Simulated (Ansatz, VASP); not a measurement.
# One calculation of Co, two programs

```xyz
8
Lattice="4.3974 0.0000 0.0000 0.0000 4.3974 0.0000 0.0000 0.0000 4.3974" Properties=species:S:1:pos:R:3 pbc="T T T"
Co    0.0000    0.0000    0.0000
Co    2.1987    2.1987    2.1987
Co    1.0994    4.3974    2.1987
Co    3.2981    0.0000    2.1987
Co    2.1987    1.0994    0.0000
Co    2.1987    3.2981    4.3974
Co    4.3974    2.1987    1.0994
Co    4.3974    2.1987    3.2981
```

Alike in both runs: functional PBE; k mesh 6 × 6 × 6; occupations fermi-dirac, width 0.1 eV; no spin polarisation.

Ansatz relaxed the structure, and its values are those at the end. VASP's run is a single point on that final structure, the one shown.

|  | VASP | Ansatz |
| --- | --- | --- |
| version | VASP 6.6.1 | Ansatz 0.2.0 |
| potentials or method | VASP PAW PBE potentials, release 64 (Co), cutoff 520 eV | plane waves (420 eV) with PAW, scalar-relativistic |
| valence electrons in the cell | 72 | 136 |

Ansatz gave:

| Item | Value |
| --- | --- |
| pressure (GPa) | 0.0 |

**Question.** Which values does VASP return?

**Answer.** Pressure (GPa): -0.9.

With one functional, cell and mesh, what is left measures potentials, basis and numerics. VASP's potentials hold 72 valence electrons a cell and Ansatz's 136, so a difference there can come from the potentials and not from the codes.
